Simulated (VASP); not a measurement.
**Ag: single point with PBE**

Crystal: Ag.

```
CELL_PARAMETERS angstrom
0.00000 2.34957 2.04310
2.34957 0.00000 2.04310
2.34957 2.34957 0.00000
ATOMIC_POSITIONS crystal
Ag 0.00000 0.00000 0.00000
```

This cell differs from its parent crystal: strain +0.1500 x Voigt [1, 1, 0, 0, 0, 0].

* Program: VASP 6.6.1
* Task: single point
* Functional: PBE
* Potentials or basis: VASP PAW PBE potentials, release 64 (Ag)
* Cutoff: 520 eV
* k mesh: 20 × 20 × 20
* Occupations: gaussian, width 0.15 eV
* Spin: no spin polarisation
* Dipole correction: no
* Further INCAR settings: ALGO = Fast; EDIFF = 1e-06; NBANDS = 12

The pressure is -10.6 GPa.

Stress tensor (GPa, compression positive):
```
-10.85   0.00   0.00
  0.00 -10.85   0.00
  0.00   0.00 -10.08
```

Levels at points of the mesh, in eV from the Fermi level:
```tsv
k point	band 2	band 3	band 4	band 5	band 6	band 7	band 8	band 9	band 10	band 11
(0.00, 0.00, 0.00)	-4.16	-4.16	-3.70	-3.68	-3.21	15.39	17.01	17.01	17.57	20.82
(0.50, 0.00, 0.00)	-4.29	-3.76	-3.06	-2.80	0.29	2.33	13.44	13.63	17.74	18.03
(0.50, 0.50, 0.00)	-4.93	-2.93	-2.78	-2.78	3.24	6.78	7.89	7.89	12.43	12.91
(0.50, 0.00, 0.50)	-4.90	-3.01	-3.00	-2.68	1.23	3.90	10.05	10.21	14.94	14.98
```

Wall time 71 s on 1 thread of Intel(R) Xeon(R) Platinum 8488C (Sapphire Rapids), on a shared host, peak memory 0.28 GiB.

Caveat: the cell differs from its parent crystal (strain +0.1500 x Voigt [1, 1, 0, 0, 0, 0]).
